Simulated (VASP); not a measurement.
Here is a VASP 6.6.1 calculation.

The input INCAR:

```
SYSTEM = SiC
PREC = Accurate
ENCUT = 520
EDIFF = 1E-6
ISMEAR = 0
SIGMA = 0.05
LREAL = .FALSE.
LASPH = .TRUE.
NELM = 60
ALGO = Normal
ISIF = 2
LWAVE = .FALSE.
LCHARG = .FALSE.
GGA = PE
NBANDS = 26
```

KPOINTS

```
Automatic mesh
0
G
  12 12 4
  0 0 0
```

The input POSCAR:

```
SiC
1.0
    3.0756941497      0.0000000000      0.0000000000
   -1.5378470748      2.6636292679      0.0000000000
    0.0000000000      0.0000000000     10.0706464800
Si C
4 4
Direct
    0.7049313536      0.2287922646      0.9378419800
    0.3333333333      0.6666666667      0.4378419800
    0.0000000000      0.0000000000      0.6878943800
    0.0000000000      0.0000000000      0.1878943800
    0.6666666667      0.3333333333      0.7498025900
    0.3333333333      0.6666666667      0.2498025900
    0.0000000000      0.0000000000      0.5004600500
    0.0000000000      0.0000000000      0.0004600500
```

Potentials or basis: VASP PAW PBE potentials, release 64 (Si, C).

Launch:

```bash
$ cat potpaw_PBE.64/Si/POTCAR potpaw_PBE.64/C/POTCAR > POTCAR
$ mpirun -np 1 vasp_std > vasp.out
```

Question: What does it give for the band gap on the k mesh?

Answer: 1.28 eV (least direct gap 2.70 eV).

Question: Estimate the largest force.

Answer: 13.477 eV/Å.

Question: Estimate the pressure.

Answer: 10.7 GPa.

Forces in eV/Å, atoms in the order of the input:
```
Si  -11.202   6.324  -4.018
Si   -0.020   0.020  -0.007
Si    0.146  -0.076  -0.081
Si    0.082  -0.085  -0.118
C     0.593  -0.588   0.353
C    -0.014   0.018  -0.014
C     0.059  -0.062  -0.019
C    10.356  -5.550   3.904
```

Caveat: the cell differs from its parent crystal (atom 1 (Si) moved +0.394 Å along Cartesian [1 -1 0]); the stress differs along the axes, from 6 to 19 GPa; forces of over 1 eV/Å act on the atoms, so gaps and moduli don't describe the material at rest. A k mesh can miss the band edges.
